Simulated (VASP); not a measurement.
# MnS in VASP: further runs, part 3 of 3

VASP 6.6.1.

**4. Single point, PBE, collinear spin, antiferromagnetic start**

This run uses another cell than the first one, of 22.48 Å³/atom.

INCAR

```
SYSTEM = MnS
ALGO = Normal
EDIFF = 1E-6
ENCUT = 500
GGA = PE
GGA_COMPAT = .False.
ISIF = 2
ISMEAR = 0
ISPIN = 2
LASPH = .True.
LCHARG = .False.
LMAXMIX = 4
LORBIT = 11
LREAL = .False.
LWAVE = .False.
MAGMOM = 5 -5 0 0
NBANDS = 31
NELM = 200
PREC = Accurate
SIGMA = 0.05
```

KPOINTS

```
k-points
0
Gamma
  8 8 8
  0 0 0
```

POSCAR

```
MnS
1.0
   -2.8223248431     -2.8223248431      5.6446496862
   -5.6446496862     -2.8223248431      2.8223248431
   -2.8223248431     -5.6446496862      2.8223248431
Mn S
2 2
Direct
    0.0000000000      0.0000000000      0.0000000000
    0.5000000000      0.5000000000      0.5000000000
    0.6250000000     -0.3750000000     -0.3750000000
    1.1250000000      0.1250000000      0.1250000000
```

Potentials or basis: VASP PAW PBE potentials, release 64 (Mn_pv, S).

Command:

```
$ cat potpaw_PBE.64/Mn_pv/POTCAR potpaw_PBE.64/S/POTCAR > POTCAR
$ mpirun -np 1 vasp_std > vasp.out
```

OUTCAR:

```text
SYSTEM = MnS
   EDIFF = 1E-6
   ENCUT = 500
   GGA = PE
   ISIF = 2
   ISMEAR = 0
   ISPIN = 2
   LASPH = .True.
   LORBIT = 11
   LREAL = .False.
   NELM = 200
   PREC = Accurate

 ion  position               nearest neighbor table
   1  0.000  0.000  0.000-   3 2.44   3 2.44   3 2.44   4 2.44
   2  0.500  0.500  0.500-   4 2.44   4 2.44   4 2.44   3 2.44
   3  0.625  0.625  0.625-   1 2.44   1 2.44   1 2.44   2 2.44
   4  0.125  0.125  0.125-   2 2.44   2 2.44   2 2.44   1 2.44

  LATTYP: Found a trigonal (rhomboedric) cell.
 ALAT       =     6.9132557540
 COS(alpha) =     0.8333333333

  Lattice vectors:

 A1 = (  -2.8223248431,  -2.8223248431,   5.6446496862)
 A2 = (  -5.6446496862,  -2.8223248431,   2.8223248431)
 A3 = (  -2.8223248431,  -5.6446496862,   2.8223248431)

Analysis of symmetry for initial positions (statically):
=====================================================================
 Subroutine PRICEL returns following result:

  LATTYP: Found a face centered cubic cell.
 ALAT       =     5.6446496862
[... 12 lines left out ...]
 Subroutine GETGRP returns: Found  6 space group operations
 (whereof  6 operations were pure point group operations)
 out of a pool of 12 trial point group operations.

The static configuration has the point symmetry C_3v.

Analysis of symmetry for dynamics (positions and initial velocities):
=====================================================================
 Subroutine PRICEL returns following result:

  LATTYP: Found a face centered cubic cell.
 ALAT       =     5.6446496862
[... 12 lines left out ...]
 Subroutine GETGRP returns: Found  6 space group operations
 (whereof  6 operations were pure point group operations)
 out of a pool of 12 trial point group operations.

The dynamic configuration has the point symmetry C_3v.

Analysis of structural, dynamic, and magnetic symmetry:
=====================================================================
 Subroutine PRICEL returns following result:

  LATTYP: Found a face centered cubic cell.
 ALAT       =     5.6446496862
[... 12 lines left out ...]
 Subroutine GETGRP returns: Found  6 space group operations
 (whereof  6 operations were pure point group operations)
 out of a pool of 12 trial point group operations.

The overall configuration has the point symmetry C_3v.

 Subroutine INISYM returns: Found  6 space group operations
 (whereof  6 operations are pure point group operations),
 and found     2 'primitive' translations

----------------------------------------------------------------------------------------

                                     Primitive cell

  volume of cell :      44.9626

  direct lattice vectors                    reciprocal lattice vectors
     2.822324843 -2.822324843  0.000000000     0.177158913 -0.177158913  0.177158913
     0.000000000 -2.822324843 -2.822324843    -0.177158913 -0.177158913 -0.177158913
     2.822324843  0.000000000 -2.822324843     0.177158913  0.177158913 -0.177158913

  length of vectors
     3.991370071  3.991370071  3.991370071     0.306848238  0.306848238  0.306848238

  position of ions in fractional coordinates (direct lattice)
     0.000000000  0.000000000  0.000000000
     0.250000000  0.250000000  0.250000000

  ion indices of the primitive-cell ions
   primitive index   ion index
                 1           1
                 2           4
[... 72 lines left out ...]
   EDIFF  = 0.1E-05   stopping-criterion for ELM
   LREAL  =      F    real-space projection
   EDIFFG = 0.1E-04   stopping-criterion for IOM
   NSW    =      0    number of steps for IOM
   IBRION =     -1    ionic relax: 0-MD 1-quasi-New 2-CG
   NFREE  =      0    steps in history (QN), initial steepest desc. (CG)
   ISIF   =      2    stress and relaxation
   ISYM   =      2    0-nonsym 1-usesym 2-fastsym
   POTIM  = 0.5000    time-step for ionic-motion
   TEBEG  =    0.0;   TEEND  =   0.0 temperature during run
   PSTRESS=    0.0 pullay stress
   NELECT =      38.0000    total number of electrons
   NUPDOWN=      -1.0000    fix difference up-down
   EMIN   =  10.00;   EMAX   =-10.00  energy-range for DOS
   EFERMI =   0.00;   METHOD = LEGACY
   ISMEAR =     0;   SIGMA  =   0.05  broadening in eV -4-tet -1-fermi 0-gaus
   EFERMI_NEDOS =   21; number of points for ismear=-14 and -15
   IALGO  =     38    algorithm
   IMIX   =      4    mixing-type and parameters
     AMIX     =   0.40;   BMIX     =  1.00
     AMIX_MAG =   1.60;   BMIX_MAG =  1.00
  volume/ion in A,a.u.               =      22.48       151.71
  Fermi-wavevector in a.u.,A,eV,Ry     =   1.228502  2.321531 20.534130  1.509216
  Thomas-Fermi vector in A             =   2.363425
   LORBIT       =     11    0 simple, 1 ext, 2 COOP (PROOUT), +10 PAW based schemes
   GGA     = PE    functional components
   LHFCALC =     F    Hartree Fock is set to
   AEXX    =    0.0000 exact exchange contribution
   IVDW    =     0    specifies the selected vdW correction
   LEPSILON=     F    determine dielectric tensor
   LRPA    =     F    only Hartree local field effects (RPA)
 spin polarized calculation
 Gauss-broadening in eV      SIGMA  =   0.05
  energy-cutoff  :      500.00
  volume of cell :       89.93
 maximum number of plane-waves:      2305
   NGX = 25   NGY = 25   NGZ = 25

 number of electron      37.9999986 magnetization      -0.0000000

 number of electron      37.9999986 magnetization       0.0000000

 Free energy of the ion-electron system (eV)
  ---------------------------------------------------
  ext. energy  EPLUGINS =         0.00000000
  ---------------------------------------------------
  free energy    TOTEN  =       -28.59162488 eV

  energy without entropy =      -28.59162488  energy(sigma->0) =      -28.59162488

 E-fermi :   4.0723     XC(G=0):  -9.2178

 val. band max:        3.8205310542   @ k =   0.0000   0.0000   0.0000
 cond. band min:       4.7200536720   @ k =  -0.1250   0.5000   0.1250
 fundamental gap:      0.8995226178
 Fermi energy:         4.0722840060

 spin component 1

 k-point     1 :       0.0000    0.0000    0.0000
  band No.  band energies     occupation
      1     -46.3738      1.00000
      2     -46.3738      1.00000
      3     -46.3335      1.00000
      4     -41.8948      1.00000
      5     -41.8772      1.00000
      6     -41.8772      1.00000
[... 805 lines left out ...]
     30      11.5942      0.00000
     31      11.7191      0.00000

 [... further k-points ...]

 spin component 2

 k-point     1 :       0.0000    0.0000    0.0000
  band No.  band energies     occupation
      1     -46.3738      1.00000
      2     -46.3738      1.00000
      3     -46.3335      1.00000
      4     -41.8948      1.00000
      5     -41.8772      1.00000
      6     -41.8772      1.00000
[... 805 lines left out ...]
     30      11.5942      0.00000
     31      11.7191      0.00000

 [... further k-points ...]

------------------------ aborting loop because EDIFF is reached ----------------------------------------

  FORCE on cell =-STRESS in cart. coord.  units (eV):
  Direction    XX          YY          ZZ          XY          YZ          ZX
  --------------------------------------------------------------------------------------
  -------------------------------------------------------------------------------------
  Total       -1.8216957     -1.8216957     -1.8216957     -0.7515694      0.7515694      0.7515694
  in kB      -32.4567798    -32.4567798    -32.4567798    -13.3905586     13.3905586     13.3905586
  external PRESSURE =     -32.4567798 kB  Pullay stress =       0.0000000 kB

 VOLUME and BASIS-vectors are now :
 -----------------------------------------------------------------------------
  energy-cutoff  :      500.00
  volume of cell :       89.93
      direct lattice vectors                 reciprocal lattice vectors
    -2.822324843 -2.822324843  5.644649686     0.088579456  0.088579456  0.265738369
    -5.644649686 -2.822324843  2.822324843    -0.265738369  0.088579456 -0.088579456
    -2.822324843 -5.644649686  2.822324843     0.088579456 -0.265738369 -0.088579456

 POSITION                                       TOTAL-FORCE (eV/Angst)
 -----------------------------------------------------------------------------------
      0.00000      0.00000      0.00000        -0.175509     -0.175509      0.175509
     -5.64465     -5.64465      5.64465        -0.175509     -0.175509      0.175509
     -7.05581     -7.05581      7.05581         0.175509      0.175509     -0.175509
     -1.41116     -1.41116      1.41116         0.175509      0.175509     -0.175509
 -----------------------------------------------------------------------------------
    total drift:                               -0.000098     -0.000098      0.000098

  FREE ENERGIE OF THE ION-ELECTRON SYSTEM (eV)
  ---------------------------------------------------
  free  energy   TOTEN  =       -28.5916248800 eV

  energy  without entropy=      -28.5916248800  energy(sigma->0) =      -28.59162488

 total charge

# of ion       s       p       d       tot
------------------------------------------
    1        0.251   6.193   4.921  11.365
    2        0.251   6.193   4.921  11.365
    3        1.314   2.427   0.000   3.741
    4        1.314   2.427   0.000   3.741
--------------------------------------------------
tot          3.130  17.240   9.842  30.211

 magnetization (x)

# of ion       s       p       d       tot
------------------------------------------
    1        0.033   0.047   4.120   4.201
    2       -0.033  -0.047  -4.120  -4.201
    3        0.005   0.032   0.000   0.037
    4       -0.005  -0.032   0.000  -0.037
--------------------------------------------------
tot          0.000   0.000   0.000   0.000
```

stdout:

```text
POSCAR found type information on POSCAR MnS
 POSCAR found :  2 types and       4 ions
 scaLAPACK will be used
 LDA part: xc-table for (Slater+PW92), standard interpolation
 POSCAR, INCAR and KPOINTS ok, starting setup
 FFT: planning ... GRIDC
 FFT: planning ... GRID_SOFT
 FFT: planning ... GRID
 WAVECAR not read
 entering main loop
```

It took 11 min on 1 thread of Intel Xeon Platinum 8259CL at 2.50GHz (Skylake/Cascade Lake), shared host; peak memory 0.59 GiB.

The run converged, but its numbers aren't listed here, since they failed a check.

Caveat: the result breaks the symmetry of the cell; the cell stands under tension; the antiferromagnetic order is the one typed at the start, and another may lie lower.
